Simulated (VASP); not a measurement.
# MnSb (F-43m) in VASP: notebook, part 2 of 2

VASP 6.6.1.

**3. Single point, r2SCAN, collinear spin, ferromagnetic start (30.40 Å³/atom)**

This run uses another cell than the first one, of 30.40 Å³/atom.

Input file POSCAR:

```
MnSb
1.0
    0.0000000000      3.1208179237      3.1208179237
    3.1208179237      0.0000000000      3.1208179237
    3.1208179237      3.1208179237      0.0000000000
Mn Sb
1 1
Direct
    0.0000000000      0.0000000000      0.0000000000
    0.2500000000      0.2500000000      0.2500000000
```

Input file INCAR.step1:

```
SYSTEM = MnSb
ALGO = Normal ; EDIFF = 1E-4
ENCUT = 520 ; GGA = PE
ISMEAR = 0 ; ISPIN = 2
LASPH = .True. ; LCHARG = .False.
LMAXMIX = 4 ; LREAL = .False.
LWAVE = .True. ; MAGMOM = 4.53 0
NBANDS = 20 ; NELM = 150
PREC = Accurate ; SIGMA = 0.05
```

Input file INCAR.step2:

```
SYSTEM = MnSb
ALGO = Normal ; EDIFF = 1E-6
ENCUT = 520 ; ISIF = 2
ISMEAR = 0 ; ISPIN = 2
ISTART = 1 ; LASPH = .True.
LCHARG = .True. ; LELF = .True.
LMAXMIX = 4 ; LMIXTAU = .True.
LORBIT = 11 ; LREAL = .False.
LVHAR = .True. ; LWAVE = .False.
MAGMOM = 4.53 0 ; METAGGA = R2SCAN
NBANDS = 20 ; NELM = 150
PREC = Accurate ; SIGMA = 0.05
```

Input file KPOINTS:

```
k-points
0
Gamma
  10 10 10
  0 0 0
```

Potentials or basis: VASP PAW PBE potentials, release 64 (Mn_pv, Sb).

On the command line:

```console
> cat potpaw_PBE.64/Mn_pv/POTCAR potpaw_PBE.64/Sb/POTCAR > POTCAR
> cp INCAR.step1 INCAR
> mpirun -np 1 vasp_std > vasp.out
> cp INCAR.step2 INCAR
> mpirun -np 1 vasp_std > vasp.out
```

OUTCAR:

```text
SYSTEM = MnSb
   EDIFF = 1E-6
   ENCUT = 520
   ISIF = 2
   ISMEAR = 0
   ISPIN = 2
   ISTART = 1
   LASPH = .True.
   LORBIT = 11
   LREAL = .False.
   METAGGA = R2SCAN
   NELM = 150
   PREC = Accurate

 ion  position               nearest neighbor table
   1  0.000  0.000  0.000-   2 2.70   2 2.70   2 2.70   2 2.70
   2  0.250  0.250  0.250-   1 2.70   1 2.70   1 2.70   1 2.70

  LATTYP: Found a face centered cubic cell.
 ALAT       =     6.2416358474

  Lattice vectors:

 A1 = (   0.0000000000,   3.1208179237,   3.1208179237)
 A2 = (   3.1208179237,   0.0000000000,   3.1208179237)
 A3 = (   3.1208179237,   3.1208179237,   0.0000000000)

Analysis of symmetry for initial positions (statically):
=====================================================================
 Subroutine PRICEL returns:
 Original cell was already a primitive cell.

 Routine SETGRP: Setting up the symmetry group for a
 face centered cubic supercell.

 Subroutine GETGRP returns: Found 24 space group operations
 (whereof 24 operations were pure point group operations)
 out of a pool of 48 trial point group operations.

The static configuration has the point symmetry T_d .

Analysis of symmetry for dynamics (positions and initial velocities):
=====================================================================
 Subroutine PRICEL returns:
 Original cell was already a primitive cell.

 Routine SETGRP: Setting up the symmetry group for a
 face centered cubic supercell.

 Subroutine GETGRP returns: Found 24 space group operations
 (whereof 24 operations were pure point group operations)
 out of a pool of 48 trial point group operations.

The dynamic configuration has the point symmetry T_d .

Analysis of structural, dynamic, and magnetic symmetry:
=====================================================================
 Subroutine PRICEL returns:
 Original cell was already a primitive cell.

 Routine SETGRP: Setting up the symmetry group for a
 face centered cubic supercell.

 Subroutine GETGRP returns: Found 24 space group operations
 (whereof 24 operations were pure point group operations)
 out of a pool of 48 trial point group operations.

The overall configuration has the point symmetry T_d .

 Subroutine INISYM returns: Found 24 space group operations
 (whereof 24 operations are pure point group operations),
 and found     1 'primitive' translations

----------------------------------------------------------------------------------------

                                     Primitive cell

  volume of cell :      60.7904

  direct lattice vectors                    reciprocal lattice vectors
     0.000000000  3.120817924  3.120817924    -0.160214409  0.160214409  0.160214409
     3.120817924  0.000000000  3.120817924     0.160214409 -0.160214409  0.160214409
     3.120817924  3.120817924  0.000000000     0.160214409  0.160214409 -0.160214409

  length of vectors
     4.413503033  4.413503033  4.413503033     0.277499497  0.277499497  0.277499497

  position of ions in fractional coordinates (direct lattice)
     0.000000000  0.000000000  0.000000000
     0.250000000  0.250000000  0.250000000

  ion indices of the primitive-cell ions
   primitive index   ion index
                 1           1
                 2           2

----------------------------------------------------------------------------------------

 KPOINTS: k-points
[... 58 lines left out ...]
 SYSTEM =  MnSb
   PREC   = accura    normal or accurate (medium, high low for compatibility)
   ISTART =      1    job   : 0-new  1-cont  2-samecut
   ICHARG =      0    charge: 1-file 2-atom 10-const
   ISPIN  =      2    spin polarized calculation?
   LNONCOLLINEAR =      F non collinear calculations
   LSORBIT =      F    spin-orbit coupling
   LASPH  =      T    aspherical Exc in radial PAW
   ENCUT  =  520.0 eV  38.22 Ry    6.18 a.u.   8.21  8.21  8.21*2*pi/ulx,y,z
   NELM   =    150;   NELMIN=  2; NELMDL=  0     # of ELM steps
   EDIFF  = 0.1E-05   stopping-criterion for ELM
   LREAL  =      F    real-space projection
   EDIFFG = 0.1E-04   stopping-criterion for IOM
   NSW    =      0    number of steps for IOM
   IBRION =     -1    ionic relax: 0-MD 1-quasi-New 2-CG
   NFREE  =      0    steps in history (QN), initial steepest desc. (CG)
   ISIF   =      2    stress and relaxation
   ISYM   =      2    0-nonsym 1-usesym 2-fastsym
   POTIM  = 0.5000    time-step for ionic-motion
   TEBEG  =    0.0;   TEEND  =   0.0 temperature during run
   PSTRESS=    0.0 pullay stress
   NELECT =      18.0000    total number of electrons
   NUPDOWN=      -1.0000    fix difference up-down
   EMIN   =  10.00;   EMAX   =-10.00  energy-range for DOS
   EFERMI =   0.00;   METHOD = LEGACY
   ISMEAR =     0;   SIGMA  =   0.05  broadening in eV -4-tet -1-fermi 0-gaus
   EFERMI_NEDOS =   21; number of points for ismear=-14 and -15
   IALGO  =     38    algorithm
   IMIX   =      4    mixing-type and parameters
     AMIX     =   0.40;   BMIX     =  1.00
     AMIX_MAG =   1.60;   BMIX_MAG =  1.00
  volume/ion in A,a.u.               =      30.40       205.12
  Fermi-wavevector in a.u.,A,eV,Ry     =   1.091157  2.061988 16.199417  1.190624
  Thomas-Fermi vector in A             =   2.227396
   LORBIT       =     11    0 simple, 1 ext, 2 COOP (PROOUT), +10 PAW based schemes
   METAGGA = R2SCAN    functional components
   LHFCALC =     F    Hartree Fock is set to
   AEXX    =    0.0000 exact exchange contribution
   IVDW    =     0    specifies the selected vdW correction
   LEPSILON=     F    determine dielectric tensor
   LRPA    =     F    only Hartree local field effects (RPA)
 spin polarized calculation
 Gauss-broadening in eV      SIGMA  =   0.05
  energy-cutoff  :      520.00
  volume of cell :       60.79
 maximum number of plane-waves:      1660
 NGX is ok and might be reduce to    36

 number of electron      18.0000010 magnetization       4.0000004

 Free energy of the ion-electron system (eV)
  ---------------------------------------------------
  ext. energy  EPLUGINS =         0.00000000
  ---------------------------------------------------
  free energy    TOTEN  =       -40.34370845 eV

  energy without entropy =      -40.34252351  energy(sigma->0) =      -40.34311598

 E-fermi :   3.8129     XC(G=0):  -9.3232

 val. band max:        3.8022671714   @ k =   0.4000   0.2000   0.0000
 cond. band min:       3.8414389085   @ k =  -0.4000   0.3000   0.0000
 fundamental gap:      0.0391717372
 Fermi energy:         3.8129132592

 spin component 1

 k-point     1 :       0.0000    0.0000    0.0000
  band No.  band energies     occupation
      1     -49.0459      1.00000
      2     -49.0459      1.00000
      3     -49.0458      1.00000
      4      -6.1275      1.00000
      5      -0.1212      1.00000
      6      -0.1212      1.00000
[... 541 lines left out ...]
     19      16.9397      0.00000
     20      17.9900      0.00000

 [... further k-points ...]

 spin component 2

 k-point     1 :       0.0000    0.0000    0.0000
  band No.  band energies     occupation
      1     -43.3316      1.00000
      2     -43.3316      1.00000
      3     -43.3314      1.00000
      4      -6.4353      1.00000
      5       2.6369      1.00000
      6       2.6369      1.00000
[... 541 lines left out ...]
     19      17.6284      0.00000
     20      18.8285      0.00000

 [... further k-points ...]
[... 5 lines left out ...]
  --------------------------------------------------------------------------------------
  -------------------------------------------------------------------------------------
  Total       -0.2938620     -0.2938620     -0.2938620      0.0000000     -0.0000000     -0.0000000
  in kB       -7.7449508     -7.7449508     -7.7449508      0.0000000     -0.0000000     -0.0000000
  external PRESSURE =      -7.7449508 kB  Pullay stress =       0.0000000 kB

 VOLUME and BASIS-vectors are now :
 -----------------------------------------------------------------------------
  energy-cutoff  :      520.00
  volume of cell :       60.79
      direct lattice vectors                 reciprocal lattice vectors
     0.000000000  3.120817924  3.120817924    -0.160214409  0.160214409  0.160214409
     3.120817924  0.000000000  3.120817924     0.160214409 -0.160214409  0.160214409
     3.120817924  3.120817924  0.000000000     0.160214409  0.160214409 -0.160214409

 POSITION                                       TOTAL-FORCE (eV/Angst)
 -----------------------------------------------------------------------------------
      0.00000      0.00000      0.00000         0.000000      0.000000      0.000000
      1.56041      1.56041      1.56041        -0.000000     -0.000000     -0.000000
 -----------------------------------------------------------------------------------
    total drift:                                0.000015      0.000015      0.000015

  FREE ENERGIE OF THE ION-ELECTRON SYSTEM (eV)
  ---------------------------------------------------
  free  energy   TOTEN  =       -40.3437084518 eV

  energy  without entropy=      -40.3425235071  energy(sigma->0) =      -40.34311598

 total charge

# of ion       s       p       d       tot
------------------------------------------
    1        0.334   6.190   4.869  11.393
    2        1.122   1.359   0.020   2.501
--------------------------------------------------
tot          1.456   7.549   4.889  13.893

 magnetization (x)

# of ion       s       p       d       tot
------------------------------------------
    1        0.067   0.032   4.042   4.142
    2       -0.007  -0.289   0.010  -0.285
--------------------------------------------------
tot          0.061  -0.256   4.052   3.857
```

Wall time 3.1 min (1 thread of Intel Xeon 6975P-C (Granite Rapids), shared host); peak memory 0.31 GiB.

What came out:

```
Free energy                                           : -40.3437 eV
Pressure                                              : -0.8 GPa
Band gap on the k mesh                                : zero (filled and empty bands overlap)
Net moment                                            : 4.00 μB per cell
Site moments                                          : Mn +4.14; Sb -0.28 μB
Valence electrons inside the program's atomic spheres : Mn 11.39; Sb 2.50
```

Caveat: the PAW data sets were made with another functional, which shifts forces and pressure a little; spin-orbit coupling is left out, which moves the levels of the heavy elements; a cell with one magnetic atom can't hold antiferromagnetic order, which such compounds often take.

**4. Single point, r2SCAN, collinear spin, ferromagnetic start (30.99 Å³/atom)**

This run uses another cell than the first one, of 30.99 Å³/atom.

Input file POSCAR:

```
MnSb
1.0
    0.0000000000      3.1410835430      3.1410835430
    3.1410835430      0.0000000000      3.1410835430
    3.1410835430      3.1410835430      0.0000000000
Mn Sb
1 1
Direct
    0.0000000000      0.0000000000      0.0000000000
    0.2500000000      0.2500000000      0.2500000000
```

Input file INCAR.step1:

```
SYSTEM = MnSb
ALGO = Normal
EDIFF = 1E-4
ENCUT = 520
GGA = PE
ISMEAR = 0
ISPIN = 2
LASPH = .True.
LCHARG = .False.
LMAXMIX = 4
LREAL = .False.
LWAVE = .True.
MAGMOM = 4.56 0
NBANDS = 20
NELM = 150
PREC = Accurate
SIGMA = 0.05
```

Input file INCAR.step2:

```
SYSTEM = MnSb
ALGO = Normal
EDIFF = 1E-7
ENCUT = 520
ISIF = 2
ISMEAR = 0
ISPIN = 2
ISTART = 1
LASPH = .True.
LCHARG = .True.
LELF = .True.
LMAXMIX = 4
LMIXTAU = .True.
LORBIT = 11
LREAL = .False.
LVHAR = .True.
LWAVE = .False.
MAGMOM = 4.56 0
METAGGA = R2SCAN
NBANDS = 20
NELM = 150
PREC = Accurate
SIGMA = 0.05
```

KPOINTS is that of step 3.

On the command line:

```console
> cat potpaw_PBE.64/Mn_pv/POTCAR potpaw_PBE.64/Sb/POTCAR > POTCAR
> cp INCAR.step1 INCAR
> mpirun -np 1 vasp_std > vasp.out
> cp INCAR.step2 INCAR
> mpirun -np 1 vasp_std > vasp.out
```

Wall time 3.5 min (1 thread of Intel Xeon 6975P-C (Granite Rapids), shared host); peak memory 0.31 GiB.

The run converged. Its results:

| Property | Result |
| --- | --- |
| Free energy | -40.3348 eV |
| Pressure | -1.5 GPa |
| Band gap on the k mesh | zero (filled and empty bands overlap) |
| Net moment | 4.00 μB per cell |
| Site moments | Mn +4.16; Sb -0.29 μB |
| Valence electrons inside the program's atomic spheres | Mn 11.38; Sb 2.49 |

Levels at points of the mesh, in eV from the Fermi level:
Spin up:
| k point | band 8 | band 9 | band 10 | band 11 | band 12 | band 13 | band 14 | band 15 |
| --- | --- | --- | --- | --- | --- | --- | --- | --- |
| (0.00, 0.00, 0.00) | -3.45 | -3.45 | 2.30 | 2.30 | 2.30 | 3.37 | 5.45 | 5.45 |
| (0.50, 0.00, 0.00) | -3.38 | -3.38 | -3.09 | 1.01 | 1.01 | 3.72 | 6.08 | 6.08 |
| (0.50, 0.50, 0.00) | -3.38 | -3.13 | -2.73 | -0.71 | -0.71 | 3.24 | 3.94 | 11.33 |
Spin down:
| k point | band 5 | band 6 | band 7 | band 8 | band 9 | band 10 |
| --- | --- | --- | --- | --- | --- | --- |
| (0.00, 0.00, 0.00) | -1.14 | -1.14 | -1.14 | 1.82 | 1.82 | 4.26 |
| (0.50, 0.00, 0.00) | -3.64 | -1.11 | -1.11 | 1.59 | 1.84 | 1.84 |
| (0.50, 0.50, 0.00) | -3.51 | -1.40 | -1.40 | 0.95 | 1.65 | 1.98 |

Caveat: the PAW data sets were made with another functional, which shifts forces and pressure a little; spin-orbit coupling is left out, which moves the levels of the heavy elements; a cell with one magnetic atom can't hold antiferromagnetic order, which such compounds often take.

**5. Summary**

| cell | smearing | gap on the mesh (eV) | pressure (GPa) | moment (μB) |
| --- | --- | --- | --- | --- |
| a = 4.384 Å, angles 60.0°, 2 atoms | tetrahedron | none | 0.3 | 4.00 |
| a = 4.414 Å, angles 60.0°, 2 atoms | gaussian 0.05 eV | none | -0.8 | 4.00 |
| a = 4.442 Å, angles 60.0°, 2 atoms | gaussian 0.05 eV | none | -1.5 | 4.00 |

Alike in all rows: task single point; level r2SCAN; potentials or basis VASP PAW PBE potentials, release 64 (Mn_pv, Sb); spin collinear, ferromagnetic start; k mesh 10 × 10 × 10; cutoff (eV) 520.

Caveats: the PAW data sets were made with another functional, which shifts forces and pressure a little; spin-orbit coupling is left out, which moves the levels of the heavy elements; a cell with one magnetic atom can't hold antiferromagnetic order, which such compounds often take.

Total energies depend on the potentials used, so only differences within one code and one set of settings carry meaning.

The gap in the log of VASP goes by the Fermi energy; the results here count the filled bands.